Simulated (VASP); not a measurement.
Crystal: Si2Mo.

```xyz
9
Lattice="4.5855 0.0000 0.0000 -2.2927 3.9711 0.0000 0.0000 0.0000 6.5798" Properties=species:S:1:pos:R:3 pbc="T T T"
Mo    1.1464    1.9856    5.4831
Mo   -1.1464    1.9856    1.0966
Mo    2.2927    0.0000    3.2899
Si    0.0000    1.3015    3.2899
Si    1.1656    3.3204    1.0966
Si    3.4583    0.6508    5.4831
Si    2.2927    2.6696    3.2899
Si    1.1272    0.6508    1.0966
Si   -1.1656    3.3204    5.4831
```

| Item | Value |
| --- | --- |
| Program | VASP 6.6.1 |
| Task | relaxation of cell and atoms |
| Functional | BLYP |
| Potentials or basis | VASP PAW PBE potentials, release 64 (Mo_sv, Si) |
| Cutoff | 600 eV |
| k mesh | 7 × 7 × 4 |
| Occupations | fermi-dirac, width 0.05 eV |
| Spin | no spin polarisation |

At the start: pressure 13.5 GPa; volume 13.31 Å³/atom.

Task: How do energy, volume and symmetry change on relaxing?

Result: Over 6 steps the energy falls by 37.5 meV/atom and the volume is 14.25 Å³/atom (+7.0 %); space group P6_222 (No. 180, to 0.1 Å) before and after.

The path:
| step | energy change (eV) | largest force (eV/Å) | pressure (GPa) | volume (Å³) |
| --- | --- | --- | --- | --- |
| 1 | 0.0000 | 0.0092 | 13.52 | 119.81 |
| 2 | 0.1866 | 0.0670 | -12.57 | 140.37 |
| 3 | -0.3323 | 0.0248 | -0.28 | 128.38 |
| 4 | -0.3325 | 0.0243 | -0.05 | 128.20 |
| 5 | -0.3371 | 0.0034 | 0.01 | 128.24 |
| 6 | -0.3374 | 0.0016 | 0.03 | 128.25 |

Final structure:
```
Mo Si
1.0
     4.70782    0.00000    0.00000
    -2.35391    4.07709    0.00000
     0.00000    0.00000    6.68179
Mo Si
3 6
Direct
  0.50000 0.50000 0.83333
  0.00000 0.50000 0.16667
  0.50000 0.00000 0.50000
  0.16401 0.32801 0.50000
  0.67199 0.83599 0.16667
  0.83599 0.16401 0.83333
  0.83599 0.67199 0.50000
  0.32801 0.16401 0.16667
  0.16401 0.83599 0.83333
```

Caveat: the PAW data sets were made with another functional, which shifts forces and pressure a little.
